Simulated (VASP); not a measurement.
Wanted: the native input for a VASP 6.6.1 run.

```
Task                   : single point
Functional             : PBE
Potentials or basis    : VASP PAW PBE potentials, release 64 (Bi_d, Te)
Cutoff                 : 520 eV
k mesh                 : 8 × 8 × 4
Occupations            : gaussian, width 0.05 eV
Spin                   : no spin polarisation
Dipole correction      : no
Further INCAR settings : ALGO = Normal; EDIFF = 1e-06; NBANDS = 29
```

The structure of BiTe lies in POSCAR:

```
BiTe
1.0
    5.5060764164      0.0000000000      0.0000000000
   -2.7530382082      4.9114541133      0.0000000000
    0.0000000000      0.0000000000      6.4429753597
Bi Te
2 2
Direct
    0.6666666667      0.3333333333      0.0626000000
    0.3333333333      0.6666666667      0.5626000000
    0.6666666667      0.3333333333      0.5626000000
    0.3333333333      0.6666666667      0.0626000000
```

The input as run:

INCAR

```
SYSTEM = BiTe
PREC = Accurate
ENCUT = 520
EDIFF = 1E-6
ISMEAR = 0
SIGMA = 0.05
LREAL = .False.
LASPH = .True.
NELM = 60
ALGO = Normal
ISIF = 2
LWAVE = .False.
LCHARG = .False.
GGA = PE
NBANDS = 29
```

KPOINTS

```
Automatic mesh
0
Gamma
  8 8 4
  0 0 0
```

Potentials or basis: VASP PAW PBE potentials, release 64 (Bi_d, Te).

Launch:

```bash
$ cat potpaw_PBE.64/Bi_d/POTCAR potpaw_PBE.64/Te/POTCAR > POTCAR
$ mpirun -np 1 vasp_std > vasp.out
```

Results of the run:

```yaml
Pressure: -0.8 GPa
Largest_force: 0.025 eV/Å
Band_gap_on_the_k_mesh: zero (bands 21 and 22 overlap by 0.92 eV)
```

Caveat: spin-orbit coupling is left out, which moves the levels of the heavy elements.

Run time: 4.8 min on 1 thread of Intel(R) Xeon(R) Platinum 8259CL CPU @ 2.50GHz (Skylake/Cascade Lake) (shared host), peak memory 0.44 GiB.
